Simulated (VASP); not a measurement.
# Al2Cu (P4/mmm) in VASP: notebook

Al2Cu is run at these levels: PBE; tasks: single point.

Everything below comes from runs of VASP 6.6.1. Logs are shortened: lines on timing, memory, paths and dates and some standing lists are left out, and cuts for length are marked.

### 1 The cell of the first run

It takes space group P4/mmm (No. 123, tetragonal). The conventional cell has a = 4.105 Å, b = 4.105 Å, c = 2.891 Å, α = 90.00°, β = 90.00°, γ = 90.00°. Within 3.3 Å of Al (site symmetry mmm) lie 4 Cu at 2.51 Å and 6 Al at 2.89 to 2.90 Å. Cu (site symmetry 4/mmm) has 8 Al at 2.51 Å and 2 Cu at 2.89 Å within 3.3 Å.

### 2 Single point, PBE

INCAR

```
SYSTEM = Al2Cu
PREC = Accurate
ENCUT = 520
EDIFF = 1E-7
ISMEAR = 0
SIGMA = 0.1
LREAL = .False.
LASPH = .True.
NELM = 80
ALGO = Normal
ISIF = 2
LWAVE = .False.
LCHARG = .False.
GGA = PE
NBANDS = 16
```

KPOINTS

```
Automatic mesh
0
Gamma
  10 10 14
  0 0 0
```

POSCAR

```
Al2Cu
1.0
    4.1051820000      0.0000000000      0.0000000000
    0.0000000000      4.1051820000      0.0000000000
    0.0000000000      0.0000000000      2.8913130000
Al Cu
2 1
Direct
    0.5000000000      0.0000000000      0.5000000000
    0.0000000000      0.5000000000      0.5000000000
    0.0000000000      0.0000000000      0.0000000000
```

Potentials or basis: VASP PAW PBE potentials, release 64 (Al, Cu).

The run is started by

```sh
> cat potpaw_PBE.64/Al/POTCAR potpaw_PBE.64/Cu/POTCAR > POTCAR
> mpirun -np 1 vasp_std > vasp.out
```

OUTCAR:

```text
SYSTEM = Al2Cu
   PREC = Accurate
   ENCUT = 520
   EDIFF = 1E-7
   ISMEAR = 0
   LREAL = .False.
   LASPH = .True.
   NELM = 80
   ISIF = 2
   GGA = PE

 ion  position               nearest neighbor table
   1  0.500  0.000  0.500-   3 2.51   3 2.51   3 2.51   3 2.51   2 2.90   2 2.90   2 2.90   2 2.90

   2  0.000  0.500  0.500-   3 2.51   3 2.51   3 2.51   3 2.51   1 2.90   1 2.90   1 2.90   1 2.90

   3  0.000  0.000  0.000-   1 2.51   2 2.51   1 2.51   2 2.51   2 2.51   2 2.51   1 2.51   1 2.51

  LATTYP: Found a simple tetragonal cell.
 ALAT       =     4.1051820000
 C/A-ratio  =     0.7043081159

  Lattice vectors:

 A1 = (   4.1051820000,   0.0000000000,   0.0000000000)
 A2 = (   0.0000000000,   4.1051820000,   0.0000000000)
 A3 = (   0.0000000000,   0.0000000000,   2.8913130000)

Analysis of symmetry for initial positions (statically):
=====================================================================
 Subroutine PRICEL returns:
 Original cell was already a primitive cell.

 Routine SETGRP: Setting up the symmetry group for a
 simple tetragonal supercell.

 Subroutine GETGRP returns: Found 16 space group operations
 (whereof 16 operations were pure point group operations)
 out of a pool of 16 trial point group operations.

The static configuration has the point symmetry D_4h.

Analysis of symmetry for dynamics (positions and initial velocities):
=====================================================================
 Subroutine PRICEL returns:
 Original cell was already a primitive cell.

 Routine SETGRP: Setting up the symmetry group for a
 simple tetragonal supercell.

 Subroutine GETGRP returns: Found 16 space group operations
 (whereof 16 operations were pure point group operations)
 out of a pool of 16 trial point group operations.

The dynamic configuration has the point symmetry D_4h.

 Subroutine INISYM returns: Found 16 space group operations
 (whereof 16 operations are pure point group operations),
 and found     1 'primitive' translations

----------------------------------------------------------------------------------------

                                     Primitive cell

  volume of cell :      48.7259

  direct lattice vectors                    reciprocal lattice vectors
     4.105182000  0.000000000  0.000000000     0.243594559  0.000000000  0.000000000
     0.000000000  4.105182000  0.000000000     0.000000000  0.243594559  0.000000000
     0.000000000  0.000000000  2.891313000     0.000000000  0.000000000  0.345863627

  length of vectors
     4.105182000  4.105182000  2.891313000     0.243594559  0.243594559  0.345863627

  position of ions in fractional coordinates (direct lattice)
     0.500000000  0.000000000  0.500000000
     0.000000000  0.500000000  0.500000000
     0.000000000  0.000000000  0.000000000

  ion indices of the primitive-cell ions
   primitive index   ion index
                 1           1
                 2           2
                 3           3

----------------------------------------------------------------------------------------

 KPOINTS: Automatic mesh

Automatic generation of k-mesh.
 Grid dimensions read from file:
 generate k-points for:   10   10   14

 Generating k-lattice:

  Cartesian coordinates                     Fractional coordinates (reciprocal lattice)
     0.024359456  0.000000000  0.000000000     0.100000000  0.000000000  0.000000000
     0.000000000  0.024359456  0.000000000     0.000000000  0.100000000  0.000000000
     0.000000000  0.000000000  0.024704545     0.000000000  0.000000000  0.071428571

  Length of vectors
     0.024359456  0.024359456  0.024704545

  Shift w.r.t. Gamma in fractional coordinates (k-lattice)
     0.000000000  0.000000000  0.000000000

 Subroutine IBZKPT returns following result:
 ===========================================

 Found    168 irreducible k-points:

 Following reciprocal coordinates:
            Coordinates               Weight
  0.000000  0.000000  0.000000      1.000000
  0.100000  0.000000  0.000000      4.000000
  0.200000  0.000000  0.000000      4.000000
  0.300000  0.000000  0.000000      4.000000
  0.400000  0.000000  0.000000      4.000000
  0.500000  0.000000  0.000000      2.000000
[... 16 lines left out ...]
  0.100000  0.000000  0.071429      8.000000
  0.200000  0.000000  0.071429      8.000000
 [... further k-points ...]
   k-points           NKPTS =    168   k-points in BZ     NKDIM =    168   number of bands    NBANDS=     16
   number of dos      NEDOS =    301   number of ions     NIONS =      3
   total plane-waves  NPLWV =  24576
   dimension x,y,z NGX =    32 NGY =   32 NGZ =   24
   dimension x,y,z NGXF=    64 NGYF=   64 NGZF=   48
   ions per type =               2   1
   NGX,Y,Z   is equivalent  to a cutoff of  12.96, 12.96, 13.80 a.u.
   NGXF,Y,Z  is equivalent  to a cutoff of  25.92, 25.92, 27.60 a.u.
 SYSTEM =  Al2Cu
   PREC   = accura    normal or accurate (medium, high low for compatibility)
   ISTART =      0    job   : 0-new  1-cont  2-samecut
   ICHARG =      2    charge: 1-file 2-atom 10-const
   ISPIN  =      1    spin polarized calculation?
   LNONCOLLINEAR =      F non collinear calculations
   LSORBIT =      F    spin-orbit coupling
   LASPH  =      T    aspherical Exc in radial PAW
   ENCUT  =  520.0 eV  38.22 Ry    6.18 a.u.   7.63  7.63  5.38*2*pi/ulx,y,z
   NELM   =     80;   NELMIN=  2; NELMDL= -5     # of ELM steps
   EDIFF  = 0.1E-06   stopping-criterion for ELM
   LREAL  =      F    real-space projection
   EDIFFG = 0.1E-05   stopping-criterion for IOM
   NSW    =      0    number of steps for IOM
   IBRION =     -1    ionic relax: 0-MD 1-quasi-New 2-CG
   NFREE  =      0    steps in history (QN), initial steepest desc. (CG)
   ISIF   =      2    stress and relaxation
   ISYM   =      2    0-nonsym 1-usesym 2-fastsym
   POTIM  = 0.5000    time-step for ionic-motion
   TEBEG  =    0.0;   TEEND  =   0.0 temperature during run
   PSTRESS=    0.0 pullay stress
   NELECT =      17.0000    total number of electrons
   NUPDOWN=      -1.0000    fix difference up-down
   EMIN   =  10.00;   EMAX   =-10.00  energy-range for DOS
   EFERMI =   0.00;   METHOD = LEGACY
   ISMEAR =     0;   SIGMA  =   0.10  broadening in eV -4-tet -1-fermi 0-gaus
   EFERMI_NEDOS =   21; number of points for ismear=-14 and -15
   IALGO  =     38    algorithm
   IMIX   =      4    mixing-type and parameters
     AMIX     =   0.40;   BMIX     =  1.00
     AMIX_MAG =   1.60;   BMIX_MAG =  1.00
  volume/ion in A,a.u.               =      16.24       109.61
  Fermi-wavevector in a.u.,A,eV,Ry     =   1.152492  2.177894 18.071765  1.328237
  Thomas-Fermi vector in A             =   2.289142
   LORBIT       =      0    0 simple, 1 ext, 2 COOP (PROOUT), +10 PAW based schemes
   GGA     = PE    functional components
   LHFCALC =     F    Hartree Fock is set to
   AEXX    =    0.0000 exact exchange contribution
   IVDW    =     0    specifies the selected vdW correction
   LEPSILON=     F    determine dielectric tensor
   LRPA    =     F    only Hartree local field effects (RPA)
 non-spin polarized calculation
 Gauss-broadening in eV      SIGMA  =   0.10
  energy-cutoff  :      520.00
  volume of cell :       48.73
 maximum number of plane-waves:      1339
 NGX is ok and might be reduce to    32
   NGX = 15   NGY = 15   NGZ = 11

 number of electron      16.9999979 magnetization

 Free energy of the ion-electron system (eV)
  ---------------------------------------------------
  ext. energy  EPLUGINS =         0.00000000
  ---------------------------------------------------
  free energy    TOTEN  =       -11.29634471 eV

  energy without entropy =      -11.29166158  energy(sigma->0) =      -11.29400315

 E-fermi :   7.1121     XC(G=0): -10.3891

 val. band max:        7.1063249346   @ k =   0.4000   0.2000   0.2143
 cond. band min:       7.1149494069   @ k =   0.5000   0.1000   0.3571
 fundamental gap:      0.0086244724
 Fermi energy:         7.1120534931

 k-point     1 :       0.0000    0.0000    0.0000
  band No.  band energies     occupation
      1      -3.3734      2.00000
      2       1.7553      2.00000
      3       2.2748      2.00000
      4       2.9215      2.00000
      5       3.1150      2.00000
      6       3.1150      2.00000
[... 8 lines left out ...]
     15      14.2554      0.00000
     16      19.5039      0.00000

 k-point     2 :       0.1000    0.0000    0.0000
  band No.  band energies     occupation
      1      -3.2891      2.00000
      2       1.7055      2.00000
      3       2.2549      2.00000
      4       2.8962      2.00000
      5       3.1118      2.00000
      6       3.1155      2.00000
[... 8 lines left out ...]
     15      15.4433      0.00000
     16      19.1845      0.00000

 k-point     3 :       0.2000    0.0000    0.0000
  band No.  band energies     occupation
      1      -3.0397      2.00000
      2       1.4339      2.00000
      3       2.2095      2.00000
      4       2.8366      2.00000
      5       3.1036      2.00000
      6       3.1167      2.00000
[... 8 lines left out ...]
     15      17.2031      0.00000
     16      18.4094      0.00000

 k-point     4 :       0.3000    0.0000    0.0000
  band No.  band energies     occupation
      1      -2.6395      2.00000
      2       0.7659      2.00000
      3       2.1915      2.00000
      4       2.7732      2.00000
      5       2.9945      2.00000
      6       3.0935      2.00000
[... 8 lines left out ...]
     15      17.5028      0.00000
     16      19.1211      0.00000
[... 324 lines left out ...]
 k-point    22 :       0.0000    0.0000    0.0714
  band No.  band energies     occupation
      1      -3.2809      2.00000
      2       1.7870      2.00000
      3       2.3093      2.00000
      4       2.9303      2.00000
      5       3.0233      2.00000
      6       3.0233      2.00000
[... 8 lines left out ...]
     15      15.5446      0.00000
     16      18.6375      0.00000

 k-point    23 :       0.1000    0.0000    0.0714
  band No.  band energies     occupation
      1      -3.1968      2.00000
      2       1.7383      2.00000
      3       2.2903      2.00000
      4       2.9030      2.00000
      5       3.0120      2.00000
      6       3.0299      2.00000
[... 8 lines left out ...]
     15      15.9574      0.00000
     16      18.1320      0.00000

 k-point    24 :       0.2000    0.0000    0.0714
  band No.  band energies     occupation
      1      -2.9477      2.00000
      2       1.4759      2.00000
      3       2.2450      2.00000
      4       2.8444      2.00000
      5       2.9738      2.00000
      6       3.0391      2.00000
[... 8 lines left out ...]
     15      17.2276      0.00000
     16      17.2595      0.00000

 [... further k-points ...]
[... 5 lines left out ...]
  --------------------------------------------------------------------------------------
  -------------------------------------------------------------------------------------
  Total        0.2564061      0.2564061      0.1073588      0.0000000     -0.0000000      0.0000000
  in kB        8.4309991      8.4309991      3.5301112      0.0000000     -0.0000000      0.0000000
  external PRESSURE =       6.7973698 kB  Pullay stress =       0.0000000 kB

 VOLUME and BASIS-vectors are now :
 -----------------------------------------------------------------------------
  energy-cutoff  :      520.00
  volume of cell :       48.73
      direct lattice vectors                 reciprocal lattice vectors
     4.105182000  0.000000000  0.000000000     0.243594559  0.000000000  0.000000000
     0.000000000  4.105182000  0.000000000     0.000000000  0.243594559  0.000000000
     0.000000000  0.000000000  2.891313000     0.000000000  0.000000000  0.345863627

 POSITION                                       TOTAL-FORCE (eV/Angst)
 -----------------------------------------------------------------------------------
      2.05259      0.00000      1.44566         0.000000      0.000000      0.000000
      0.00000      2.05259      1.44566         0.000000      0.000000      0.000000
      0.00000      0.00000      0.00000         0.000000      0.000000      0.000000
 -----------------------------------------------------------------------------------
    total drift:                                0.000000     -0.000000      0.000000

  FREE ENERGIE OF THE ION-ELECTRON SYSTEM (eV)
  ---------------------------------------------------
  free  energy   TOTEN  =       -11.2963447074 eV

  energy  without entropy=      -11.2916615834  energy(sigma->0) =      -11.29400315
```

It took 100 s on 1 thread of Intel Xeon Platinum 8259CL at 2.50GHz (Skylake/Cascade Lake), shared host; peak memory 0.26 GiB.

Results:

```
Free energy : -11.2963 eV
Pressure    : 0.7 GPa
```

### 3 Single point, PBE

INCAR

```
PREC = Accurate
ENCUT = 520
EDIFF = 1E-6
ISMEAR = 0
SIGMA = 0.01
LREAL = False
LASPH = True
NELM = 100
ALGO = Fast
ISIF = 2
LWAVE = False
LCHARG = False
GGA = PE
NBANDS = 16
```

KPOINTS

```
Automatic mesh
0
Gamma
  10 10 14
```

POSCAR is that of step 2.

Potentials or basis: VASP PAW PBE potentials, release 64 (Al, Cu).

The run is started by

```sh
> cat potpaw_PBE.64/Al/POTCAR potpaw_PBE.64/Cu/POTCAR > POTCAR
> mpirun -np 1 vasp_std > vasp.out
```

OUTCAR:

```text
PREC = Accurate
   ENCUT = 520
   EDIFF = 1E-6
   ISMEAR = 0
   LREAL = False
   LASPH = True
   NELM = 100
   ISIF = 2
   GGA = PE

 ion  position               nearest neighbor table
   1  0.500  0.000  0.500-   3 2.51   3 2.51   3 2.51   3 2.51   2 2.90   2 2.90   2 2.90   2 2.90

   2  0.000  0.500  0.500-   3 2.51   3 2.51   3 2.51   3 2.51   1 2.90   1 2.90   1 2.90   1 2.90

   3  0.000  0.000  0.000-   1 2.51   2 2.51   1 2.51   2 2.51   2 2.51   2 2.51   1 2.51   1 2.51

  LATTYP: Found a simple tetragonal cell.
 ALAT       =     4.1051820000
 C/A-ratio  =     0.7043081159

  Lattice vectors:

 A1 = (   4.1051820000,   0.0000000000,   0.0000000000)
 A2 = (   0.0000000000,   4.1051820000,   0.0000000000)
 A3 = (   0.0000000000,   0.0000000000,   2.8913130000)

Analysis of symmetry for initial positions (statically):
=====================================================================
 Subroutine PRICEL returns:
 Original cell was already a primitive cell.

 Routine SETGRP: Setting up the symmetry group for a
 simple tetragonal supercell.
[... 165 lines left out ...]
  ext. energy  EPLUGINS =         0.00000000
  ---------------------------------------------------
  free energy    TOTEN  =       -11.29367518 eV

  energy without entropy =      -11.29356455  energy(sigma->0) =      -11.29361986

 E-fermi :   7.1033     XC(G=0): -10.3888

 val. band max:        7.1018865250   @ k =   0.5000   0.1000   0.2857
 cond. band min:       7.1053823050   @ k =   0.4000   0.2000   0.2143
 fundamental gap:      0.0034957800
 Fermi energy:         7.1033166457

 k-point     1 :       0.0000    0.0000    0.0000
  band No.  band energies     occupation
      1      -3.3721      2.00000
      2       1.7574      2.00000
      3       2.2787      2.00000
      4       2.9241      2.00000
      5       3.1182      2.00000
      6       3.1182      2.00000
[... 433 lines left out ...]
      3       2.2487      2.00000
      4       2.8468      2.00000
      5       2.9769      2.00000
      6       3.0423      2.00000
[... 8 lines left out ...]
     15      17.2277      0.00000
     16      17.2597      0.00000

 [... further k-points ...]
[... 5 lines left out ...]
  --------------------------------------------------------------------------------------
  -------------------------------------------------------------------------------------
  Total        0.2946650      0.2946650      0.1598681      0.0000000      0.0000000      0.0000000
  in kB        9.6890044      9.6890044      5.2566896      0.0000000      0.0000000      0.0000000
  external PRESSURE =       8.2115662 kB  Pullay stress =       0.0000000 kB

 VOLUME and BASIS-vectors are now :
 -----------------------------------------------------------------------------
  energy-cutoff  :      520.00
  volume of cell :       48.73
      direct lattice vectors                 reciprocal lattice vectors
     4.105182000  0.000000000  0.000000000     0.243594559  0.000000000  0.000000000
     0.000000000  4.105182000  0.000000000     0.000000000  0.243594559  0.000000000
     0.000000000  0.000000000  2.891313000     0.000000000  0.000000000  0.345863627

 POSITION                                       TOTAL-FORCE (eV/Angst)
 -----------------------------------------------------------------------------------
      2.05259      0.00000      1.44566         0.000000      0.000000      0.000000
      0.00000      2.05259      1.44566         0.000000      0.000000      0.000000
      0.00000      0.00000      0.00000         0.000000      0.000000      0.000000
 -----------------------------------------------------------------------------------
    total drift:                                0.000000     -0.000000      0.000000

  FREE ENERGIE OF THE ION-ELECTRON SYSTEM (eV)
  ---------------------------------------------------
  free  energy   TOTEN  =       -11.2936751781 eV

  energy  without entropy=      -11.2935645476  energy(sigma->0) =      -11.29361986
```

OSZICAR:

```text
N       E                     dE             d eps       ncg     rms          rms(c)
DAV:   1     0.625784044850E+02    0.62578E+02   -0.69083E+03  5416   0.111E+03
DAV:   2    -0.106612397655E+02   -0.73240E+02   -0.65051E+02  5656   0.202E+02
DAV:   3    -0.133431075361E+02   -0.26819E+01   -0.26207E+01  7440   0.433E+01
DAV:   4    -0.134025331771E+02   -0.59426E-01   -0.59396E-01  6656   0.550E+00
DAV:   5    -0.134055065960E+02   -0.29734E-02   -0.29733E-02  8496   0.137E+00    0.137E+01
RMM:   6    -0.150461401512E+02   -0.16406E+01   -0.32330E+01  6683   0.870E+01    0.117E+01
RMM:   7    -0.113661382387E+02    0.36800E+01   -0.89299E+00  6065   0.491E+01    0.137E+00
RMM:   8    -0.113044755052E+02    0.61663E-01   -0.77089E-01  5805   0.136E+01    0.139E+00
RMM:   9    -0.112927632029E+02    0.11712E-01   -0.98124E-02  6417   0.428E+00    0.393E-01
RMM:  10    -0.112948094407E+02   -0.20462E-02   -0.35452E-02  6830   0.236E+00    0.376E-01
RMM:  11    -0.112933220704E+02    0.14874E-02   -0.10020E-02  6926   0.128E+00    0.476E-02
RMM:  12    -0.112936315673E+02   -0.30950E-03   -0.31667E-03  7268   0.393E-01    0.519E-02
RMM:  13    -0.112937394776E+02   -0.10791E-03   -0.65646E-04  6832   0.336E-01    0.685E-02
RMM:  14    -0.112936676312E+02    0.71846E-04   -0.29372E-04  6989   0.208E-01    0.127E-02
RMM:  15    -0.112936756455E+02   -0.80142E-05   -0.12226E-04  7412   0.828E-02    0.128E-02
RMM:  16    -0.112936764495E+02   -0.80403E-06   -0.13960E-05  7211   0.453E-02    0.201E-02
RMM:  17    -0.112936749228E+02    0.15267E-05   -0.77933E-06  6346   0.376E-02    0.650E-03
RMM:  18    -0.112936751781E+02   -0.25527E-06   -0.28111E-06  4514   0.179E-02
   1 F= -.11293675E+02 E0= -.11293620E+02  d E =-.110630E-03
```

stdout:

```text
POSCAR found type information on POSCAR AlCu
 POSCAR found :  2 types and       3 ions
 scaLAPACK will be used
 LDA part: xc-table for (Slater+PW92), standard interpolation
 POSCAR, INCAR and KPOINTS ok, starting setup
 FFT: planning ... GRIDC
 FFT: planning ... GRID_SOFT
 FFT: planning ... GRID
 WAVECAR not read
 entering main loop
WARNING in EDDRMM: call to ZHEGV failed, returncode =   6  3     16
```

Run time: 1.8 min. Hardware: 1 thread of Intel Xeon Platinum 8259CL at 2.50GHz (Skylake/Cascade Lake), shared host; peak memory 0.25 GiB.

What came out:

```yaml
Free_energy: -11.2937 eV
Pressure: 0.8 GPa
```

Stress tensor (GPa, compression positive):
```
0.97 0.00 0.00
0.00 0.97 0.00
0.00 0.00 0.53
```

(Continued in part 2 of 2.)
